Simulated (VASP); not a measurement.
Set up this calculation in VASP 6.6.1, as the native input.

```yaml
Task: single point
Functional: PBE
Potentials_or_basis: VASP PAW PBE potentials, release 64 (Mg, I)
Cutoff: 520 eV
k_mesh: 8 × 8 × 12
Occupations: gaussian, width 0.1 eV
Spin: no spin polarisation
Dipole_correction: no
Further_INCAR_settings: ALGO = Normal; EDIFF = 1e-06; NBANDS = 12
```

The structure of Mg2I lies in POSCAR:

```
Mg2I
1.0
    6.2219531803      0.0000000000      0.0000000000
    0.0000000000      6.2219531803      0.0000000000
    0.0000000000      0.0000000000      3.5919490134
Mg I
2 1
Direct
    0.0000000000      0.5000000000      0.0000000000
    0.5000000000      0.0000000000      0.0000000000
    0.5000000000      0.5000000000      0.0000000000
```

These files were run (other wordings do the same):

INCAR

```
SYSTEM = Mg2I
PREC = Accurate
ENCUT = 520
EDIFF = 1E-6
ISMEAR = 0
SIGMA = 0.1
LREAL = .FALSE.
LASPH = .TRUE.
NELM = 80
ALGO = Normal
ISIF = 2
LWAVE = .FALSE.
LCHARG = .FALSE.
GGA = PE
NBANDS = 12
```

KPOINTS

```
regular mesh
0
G
  8 8 12
  0 0 0
```

Potentials or basis: VASP PAW PBE potentials, release 64 (Mg, I).

The run is started by

```console
$ cat potpaw_PBE.64/Mg/POTCAR potpaw_PBE.64/I/POTCAR > POTCAR
$ mpirun -np 1 vasp_std > vasp.out
```

It gave:

- Pressure: 0.0 GPa

Caveat: an odd number of electrons without spin polarisation forces a metal; a magnetic or distorted state may lie lower.

It took 110 s on 1 thread of Intel Xeon 6975P-C, with other jobs on the host, peak memory 0.37 GiB.
